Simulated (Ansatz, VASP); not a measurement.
Two plane-wave programs on MoS2

File INCAR:

```
PREC = Accurate ; ENCUT = 520
EDIFF = 1E-6 ; ISMEAR = 0
SIGMA = 0.15 ; LREAL = F
LASPH = T ; NELM = 80
ALGO = Normal ; ISIF = 2
LWAVE = F ; LCHARG = F
GGA = PS ; IVDW = 12
NBANDS = 20
```

Contents of KPOINTS:

```
Automatic mesh
0
Gamma
  15 15 15
```

File POSCAR:

```
MoS2
1.0
    1.5399048573      0.9512989978      5.7970502989
   -1.5399048573      0.9512989978      5.7970502989
    0.0000000000     -1.9025979955      5.7970502989
Mo S
1 2
Direct
    0.0000000000      0.0000000000      0.0000000000
    0.7837854171      0.7837854171      0.7101124708
    0.2162145829      0.2162145829      0.2898875292
```

Input for Ansatz:

```yaml
crystal:
  lattice:
    - [1.5399048573, 0.9512989978, 5.7970502989]
    - [-1.5399048573, 0.9512989978, 5.7970502989]
    - [0.0, -1.9025979955, 5.7970502989]
  atoms:
    - { symbol: Mo, position: [0.0, 0.0, 0.0] }
    - { symbol: S, position: [0.7837854171, 0.7837854171, 0.7101124708] }
    - { symbol: S, position: [0.2162145829, 0.2162145829, 0.2898875292] }
basis:
  ecutwfc: 420
kpoints:
  mp_grid: { grid: [15, 15, 15] }
hamiltonian:
  xc: pbesol
  pseudopotentials: { kind: paw, azcp: { folder: soft_1 } }
  dispersion: d3bj
scf:
  occupations: { method: gaussian, width: 0.15 }
output:
  forces: true
  stress: true
  eigenvalues: true
  write_density: true
  write_potential: true
  elf: true
  volumetric_format: npy
```

Change from the starting cell: mode 7 frozen in at +0.131 Å, normal strain along y +0.0700.

Alike in both runs: task single point; functional PBEsol; dispersion D3(BJ); k mesh 15 × 15 × 15; occupations gaussian, width 0.15 eV; no spin polarisation.

|  | VASP | Ansatz |
| --- | --- | --- |
| version | VASP 6.6.1 | Ansatz 0.2.0 |
| potentials or method | VASP PAW PBE potentials, release 64 (Mo_sv, S), cutoff 520 eV | scalar-relativistic, plane waves, PAW |
| valence electrons in the cell | 26 | 26 |

|  | VASP | Ansatz | Ansatz less VASP |
| --- | --- | --- | --- |
| gap on the k mesh at the Fermi level (eV) | none | none | - |
| pressure (GPa) | -8.9 | -8.9 | -0.03 |
| traceless stress, the component that is largest in VASP (GPa) | -6.61 | -6.62 | -0.015 |
| rms of the force components (eV/Å) | 0.502 | 0.501 | -0.0008 |

VASP's potentials were made for PBE, not for PBEsol, and Ansatz warns of the same on its side. Atom by atom the forces differ by 0.001 eV/Å (rms over components). A gap of «none» marks a metal or a gap that the smearing closes.
